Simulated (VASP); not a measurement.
# Na (Pm-3m) in VASP: notebook, part 2 of 2

VASP 6.6.1. Earlier steps stand in the parts before.

## 4. Relaxation of cell and atoms, PBE, target pressure -0.097 GPa, at which the enthalpy is minimised

The input, INCAR:

```
PREC     = Accurate       # precision mode
ENCUT    = 600            # plane-wave cutoff, eV
EDIFF    = 1E-6           # SCF threshold, eV
ISMEAR   = -1             # smearing method
SIGMA    = 0.1            # smearing width, eV
LREAL    = F              # projectors in reciprocal space
LASPH    = T              # aspherical terms in the spheres
NELM     = 100            # most SCF steps
ALGO     = Normal         # electronic algorithm
ISIF     = 3              # what is computed and relaxed
LWAVE    = F              # write WAVECAR
LCHARG   = F              # write CHGCAR
GGA      = PE             # functional
IBRION   = 2              # ionic algorithm
NSW      = 32             # ionic steps
EDIFFG   = -0.005         # ionic threshold
PSTRESS  = -0.97
```

The input, KPOINTS:

```
Automatic mesh
0
Gamma
  11 11 11
```

The input, POSCAR:

```
Na
1.0
    3.4326676947      0.0000000000      0.0000000000
    0.0000000000      3.4326676947      0.0000000000
    0.0000000000      0.0000000000      3.4326676947
Na
1
Direct
    0.0000000000      0.0000000000      0.0000000000
```

Potentials or basis: VASP PAW PBE potentials, release 64 (Na_pv).

Started as:

```sh
$ cat potpaw_PBE.64/Na_pv/POTCAR > POTCAR
$ mpirun -np 1 vasp_std > vasp.out
```

OUTCAR:

```text
PREC = Accurate
   ENCUT = 600
   EDIFF = 1E-6
   ISMEAR = -1
   LREAL = F
   LASPH = T
   NELM = 100
   ISIF = 3
   GGA = PE
   IBRION = 2
   NSW = 32
   EDIFFG = -0.005
   PSTRESS = -0.97

 ion  position               nearest neighbor table
   1  0.000  0.000  0.000-

  LATTYP: Found a simple cubic cell.
 ALAT       =     3.4326676947

  Lattice vectors:

 A1 = (   3.4326676947,   0.0000000000,   0.0000000000)
 A2 = (   0.0000000000,   3.4326676947,   0.0000000000)
 A3 = (   0.0000000000,   0.0000000000,   3.4326676947)

Analysis of symmetry for initial positions (statically):
=====================================================================
 Subroutine PRICEL returns:
 Original cell was already a primitive cell.

 Routine SETGRP: Setting up the symmetry group for a
 simple cubic supercell.

 Subroutine GETGRP returns: Found 48 space group operations
 (whereof 48 operations were pure point group operations)
 out of a pool of 48 trial point group operations.

The static configuration has the point symmetry O_h .

Analysis of symmetry for dynamics (positions and initial velocities):
=====================================================================
 Subroutine PRICEL returns:
 Original cell was already a primitive cell.

 Routine SETGRP: Setting up the symmetry group for a
 simple cubic supercell.

 Subroutine GETGRP returns: Found 48 space group operations
 (whereof 48 operations were pure point group operations)
 out of a pool of 48 trial point group operations.

The dynamic configuration has the point symmetry O_h .

 Subroutine INISYM returns: Found 48 space group operations
 (whereof 48 operations are pure point group operations),
 and found     1 'primitive' translations

----------------------------------------------------------------------------------------

                                     Primitive cell

  volume of cell :      40.4478

  direct lattice vectors                    reciprocal lattice vectors
     3.432667695  0.000000000  0.000000000     0.291318615  0.000000000  0.000000000
     0.000000000  3.432667695  0.000000000     0.000000000  0.291318615  0.000000000
     0.000000000  0.000000000  3.432667695     0.000000000  0.000000000  0.291318615

  length of vectors
     3.432667695  3.432667695  3.432667695     0.291318615  0.291318615  0.291318615

  position of ions in fractional coordinates (direct lattice)
     0.000000000  0.000000000  0.000000000

  ion indices of the primitive-cell ions
   primitive index   ion index
                 1           1

----------------------------------------------------------------------------------------

 KPOINTS: Automatic mesh

Automatic generation of k-mesh.
 Grid dimensions read from file:
 generate k-points for:   11   11   11

 Generating k-lattice:

  Cartesian coordinates                     Fractional coordinates (reciprocal lattice)
     0.026483510  0.000000000  0.000000000     0.090909091  0.000000000  0.000000000
     0.000000000  0.026483510  0.000000000     0.000000000  0.090909091  0.000000000
     0.000000000  0.000000000  0.026483510     0.000000000  0.000000000  0.090909091

  Length of vectors
     0.026483510  0.026483510  0.026483510

  Shift w.r.t. Gamma in fractional coordinates (k-lattice)
     0.000000000  0.000000000  0.000000000

 Subroutine IBZKPT returns following result:
 ===========================================

 Found     56 irreducible k-points:

 Following reciprocal coordinates:
            Coordinates               Weight
  0.000000  0.000000  0.000000      1.000000
  0.090909  0.000000  0.000000      6.000000
  0.181818  0.000000  0.000000      6.000000
  0.272727  0.000000  0.000000      6.000000
  0.363636  0.000000  0.000000      6.000000
  0.454545  0.000000  0.000000      6.000000
[... 16 lines left out ...]
  0.181818  0.090909  0.090909     24.000000
  0.272727  0.090909  0.090909     24.000000
 [... further k-points ...]
   k-points           NKPTS =     56   k-points in BZ     NKDIM =     56   number of bands    NBANDS=      7
   number of dos      NEDOS =    301   number of ions     NIONS =      1
   total plane-waves  NPLWV =  21952
   dimension x,y,z NGX =    28 NGY =   28 NGZ =   28
   dimension x,y,z NGXF=    56 NGYF=   56 NGZF=   56
   ions per type =               1
   NGX,Y,Z   is equivalent  to a cutoff of  13.56, 13.56, 13.56 a.u.
   NGXF,Y,Z  is equivalent  to a cutoff of  27.12, 27.12, 27.12 a.u.
 SYSTEM =  unknown system
   PREC   = accura    normal or accurate (medium, high low for compatibility)
   ISTART =      0    job   : 0-new  1-cont  2-samecut
   ICHARG =      2    charge: 1-file 2-atom 10-const
   ISPIN  =      1    spin polarized calculation?
   LNONCOLLINEAR =      F non collinear calculations
   LSORBIT =      F    spin-orbit coupling
   LASPH  =      T    aspherical Exc in radial PAW
   ENCUT  =  600.0 eV  44.10 Ry    6.64 a.u.   6.86  6.86  6.86*2*pi/ulx,y,z
   NELM   =    100;   NELMIN=  2; NELMDL= -5     # of ELM steps
   EDIFF  = 0.1E-05   stopping-criterion for ELM
   LREAL  =      F    real-space projection
   EDIFFG = -.5E-02   stopping-criterion for IOM
   NSW    =     32    number of steps for IOM
   IBRION =      2    ionic relax: 0-MD 1-quasi-New 2-CG
   NFREE  =      1    steps in history (QN), initial steepest desc. (CG)
   ISIF   =      3    stress and relaxation
   ISYM   =      2    0-nonsym 1-usesym 2-fastsym
   POTIM  = 0.5000    time-step for ionic-motion
   TEBEG  =    0.0;   TEEND  =   0.0 temperature during run
   PSTRESS=   -1.0 pullay stress
   NELECT =       7.0000    total number of electrons
   NUPDOWN=      -1.0000    fix difference up-down
   EMIN   =  10.00;   EMAX   =-10.00  energy-range for DOS
   EFERMI =   0.00;   METHOD = LEGACY
   ISMEAR =    -1;   SIGMA  =   0.10  broadening in eV -4-tet -1-fermi 0-gaus
   EFERMI_NEDOS =   21; number of points for ismear=-14 and -15
   IALGO  =     38    algorithm
   IMIX   =      4    mixing-type and parameters
     AMIX     =   0.40;   BMIX     =  1.00
     AMIX_MAG =   1.60;   BMIX_MAG =  1.00
  volume/ion in A,a.u.               =      40.45       272.96
  Fermi-wavevector in a.u.,A,eV,Ry     =   0.912310  1.724016 11.324258  0.832309
  Thomas-Fermi vector in A             =   2.036691
   LORBIT       =      0    0 simple, 1 ext, 2 COOP (PROOUT), +10 PAW based schemes
   GGA     = PE    functional components
   LHFCALC =     F    Hartree Fock is set to
   AEXX    =    0.0000 exact exchange contribution
   IVDW    =     0    specifies the selected vdW correction
   LEPSILON=     F    determine dielectric tensor
   LRPA    =     F    only Hartree local field effects (RPA)
 conjugate gradient relaxation of ions
 non-spin polarized calculation
  energy-cutoff  :      600.00
  volume of cell :       40.45
 maximum number of plane-waves:      1361
 NGX is ok and might be reduce to    28
   NGX = 13   NGY = 13   NGZ = 13

 number of electron       7.0000012 magnetization

 Free energy of the ion-electron system (eV)
  ---------------------------------------------------
  ext. energy  EPLUGINS =         0.00000000
  ---------------------------------------------------
  free energy    TOTEN  =        -1.20026826 eV

  energy without entropy =       -1.18319963  energy(sigma->0) =       -1.19173395

 E-fermi :   0.0866     XC(G=0):  -6.2695

 val. band max:        0.0779992789   @ k =   0.3636   0.2727   0.1818
 cond. band min:       0.1791880189   @ k =   0.4545   0.1818   0.0909
 fundamental gap:      0.1011887400
 Fermi energy:         0.0865953639

 k-point     1 :       0.0000    0.0000    0.0000
  band No.  band energies     occupation
      1     -25.0237      2.00000
      2     -25.0237      2.00000
      3     -25.0237      2.00000
      4      -3.0014      2.00000
      5       8.2388      0.00000
      6       8.2388      0.00000
      7       9.4724      0.00000
[... 221 lines left out ...]
 k-point    24 :       0.2727    0.0909    0.0909
  band No.  band energies     occupation
      1     -25.0481      2.00000
      2     -25.0248      2.00000
      3     -25.0246      2.00000
      4      -1.8150      2.00000
      5       3.8161      0.00000
      6       7.7001      0.00000
      7       8.8892      0.00000

 [... further k-points ...]

------------------------ aborting loop because EDIFF is reached ----------------------------------------

  FORCE on cell =-STRESS in cart. coord.  units (eV):
  Direction    XX          YY          ZZ          XY          YZ          ZX
  --------------------------------------------------------------------------------------
  -------------------------------------------------------------------------------------
  Total       -0.0246606     -0.0246606     -0.0246606     -0.0000000      0.0000000     -0.0000000
  in kB       -0.9768298     -0.9768298     -0.9768298     -0.0000000      0.0000000     -0.0000000
  external PRESSURE =      -0.0068298 kB  Pullay stress =      -0.9700000 kB

 VOLUME and BASIS-vectors are now :
 -----------------------------------------------------------------------------
  energy-cutoff  :      600.00
  volume of cell :       40.45
      direct lattice vectors                 reciprocal lattice vectors
     3.432667695  0.000000000  0.000000000     0.291318615  0.000000000  0.000000000
     0.000000000  3.432667695  0.000000000     0.000000000  0.291318615  0.000000000
     0.000000000  0.000000000  3.432667695     0.000000000  0.000000000  0.291318615

 POSITION                                       TOTAL-FORCE (eV/Angst)
 -----------------------------------------------------------------------------------
      0.00000      0.00000      0.00000         0.000000      0.000000      0.000000
 -----------------------------------------------------------------------------------
    total drift:                               -0.000000     -0.000000     -0.000000

  FREE ENERGIE OF THE ION-ELECTRON SYSTEM (eV)
  ---------------------------------------------------
  free  energy   TOTEN  =        -1.2002682609 eV

  energy  without entropy=       -1.1831996291  energy(sigma->0) =       -1.19173395

  enthalpy is  TOTEN    =        -1.2247564371 eV   P V=       -0.0244881761

 reached required accuracy - stopping structural energy minimisation
```

Run time: 12 s. Hardware: 1 thread of AMD EPYC 9R45 (Zen 5), shared host; peak memory 0.12 GiB.

Results:

* Free energy: -1.2003 eV
* Pressure after relaxing: -0.1 GPa

Final structure:
```cif
data_structure
_symmetry_space_group_name_H-M 'P 1'
_symmetry_Int_Tables_number 1
_cell_length_a 3.4327
_cell_length_b 3.4327
_cell_length_c 3.4327
_cell_angle_alpha 90.000
_cell_angle_beta 90.000
_cell_angle_gamma 90.000
_cell_volume 40.45
loop_
_atom_site_label
_atom_site_type_symbol
_atom_site_fract_x
_atom_site_fract_y
_atom_site_fract_z
_atom_site_occupancy
Na1 Na 0.00000 0.00000 0.00000 1
```

Levels at points of the mesh, in eV from the Fermi level:
```csv
k point,band 1,band 2,band 3,band 4,band 5,band 6,band 7
"(0.00, 0.00, 0.00)",-25.11,-25.11,-25.11,-3.09,8.15,8.15,9.39
```

Caveat: the relaxation stopped at its first step, so nothing moved; the cell is relaxed towards a set pressure, so the enthalpy falls and the energy may rise.

## 5. Relaxation of cell and atoms, PBE, target pressure -0.097 GPa, at which the enthalpy is minimised

This run uses another cell than the first one, of 40.76 Å³/atom, 1.008 times its volume.

The input, INCAR:

```
PREC = Accurate
ENCUT = 600
EDIFF = 1E-6
ISMEAR = -1
SIGMA = 0.1
LREAL = False
LASPH = True
NELM = 60
ALGO = Normal
ISIF = 3
LWAVE = False
LCHARG = False
GGA = PE
IBRION = 2
NSW = 60
EDIFFG = -0.005
PSTRESS = -0.97
```

The input, KPOINTS:

```
regular mesh
0
Gamma
  11 11 11
```

The input, POSCAR:

```
Na
1.0
    3.4413975977      0.0000000000      0.0000000000
    0.0000000000      3.4413975977      0.0000000000
    0.0000000000      0.0000000000      3.4413975977
Na
1
Direct
    0.0000000000      0.0000000000      0.0000000000
```

Started as:

```sh
$ cat potpaw_PBE.64/Na_pv/POTCAR > POTCAR
$ mpirun -np 1 vasp_std > vasp.out
```

Wall time 22 s (1 thread of AMD EPYC 9R45 (Zen 5), shared host); peak memory 0.12 GiB.

The run converged. Its results:

```
Free energy                                            : -1.2002 eV
Relaxed volume                                         : 40.59 Å³/atom
Relaxed cell                                           : a = 3.437 Å, b = 3.437 Å, c = 3.437 Å, α = 90.00°, β = 90.00°, γ = 90.00°
Space group after relaxing (to 0.05 Å)                 : Pm-3m (No. 221)
Energy change on relaxing (the enthalpy is what falls) : -0.1 meV/atom
Ionic steps                                            : 3
Pressure after relaxing                                : -0.1 GPa
```

Step by step:
```tsv
step	energy change (eV)	largest force (eV/Å)	pressure (GPa)	volume (Å³)
1	0.0000	0.0000	-0.14	40.76
2	-0.0001	0.0000	-0.12	40.69
3	-0.0001	0.0000	-0.11	40.59
```

Final structure:
```yaml
crystal:
  lattice:
    - [3.43664, 0.00000, 0.00000]
    - [0.00000, 3.43664, 0.00000]
    - [0.00000, 0.00000, 3.43664]
  atoms:
    - { symbol: Na, position: [0.00000, 0.00000, 0.00000] }
```

Levels at points of the mesh, in eV from the Fermi level:
```
           k point  band 1  band 2  band 3  band 4  band 5  band 6  band 7
(0.00, 0.00, 0.00)  -25.11  -25.11  -25.11   -3.08    8.14    8.14    9.36
```

Caveat: the cell is relaxed towards a set pressure, so the enthalpy falls and the energy may rise.

## 6. The runs side by side

```csv
task,cell,cutoff (eV),gap on the mesh (eV),pressure (GPa)
single point,"a = 3.433 Å, 1 atom",520,none,-0.1
relaxation of cell and atoms,"relaxed to -0.097 GPa from a = 3.433 Å, 1 atom",600,none,-0.1
relaxation of cell and atoms,"relaxed to -0.097 GPa from a = 3.441 Å, 1 atom",600,none,-0.1
```

Alike in all rows: level PBE; potentials or basis VASP PAW PBE potentials, release 64 (Na_pv); no spin polarisation; k mesh 11 × 11 × 11; smearing fermi-dirac 0.1 eV.

Caveats: the cell is relaxed towards a set pressure, so the enthalpy falls and the energy may rise (some runs); the relaxation stopped at its first step, so nothing moved (some runs).

Total energies depend on the potentials used, so only differences within one code and one set of settings carry meaning.
